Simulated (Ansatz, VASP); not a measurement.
SrTiO3: VASP beside Ansatz

```
Sr Ti O
1.0
     3.93640    0.00000    0.00000
     0.00000    3.93640    0.00000
     0.00000    0.00000    3.93640
Sr Ti O
1 1 3
Direct
  0.50000 0.50000 0.50000
  0.00000 0.00000 0.00000
  0.50000 0.00000 0.00000
  0.00000 0.50000 0.00000
  0.00000 0.00000 0.50000
```

Alike in both runs: functional PBE; k mesh 8 × 8 × 8; occupations gaussian, width 0.02 eV; no spin polarisation.

Ansatz relaxed the structure, and its values are those at the end. VASP's run is a single point on that final structure, the one shown.

```csv
,VASP,Ansatz
version,VASP 6.6.1,Ansatz 0.2.0
potentials or method,"VASP PAW PBE potentials, release 64 (Sr_sv, Ti_sv, O), cutoff 520 eV","scalar-relativistic, plane waves, PAW"
valence electrons in the cell,40,40
```

```tsv
	VASP	Ansatz	Ansatz less VASP
gap on the k mesh at the Fermi level (eV)	1.81	1.84	+0.032
least direct gap on the mesh (eV)	2.18	2.20	+0.022
pressure (GPa)	0.6	0.0	-0.63
```

The functional is the same, so the differences come from potentials, cutoffs and numerics.
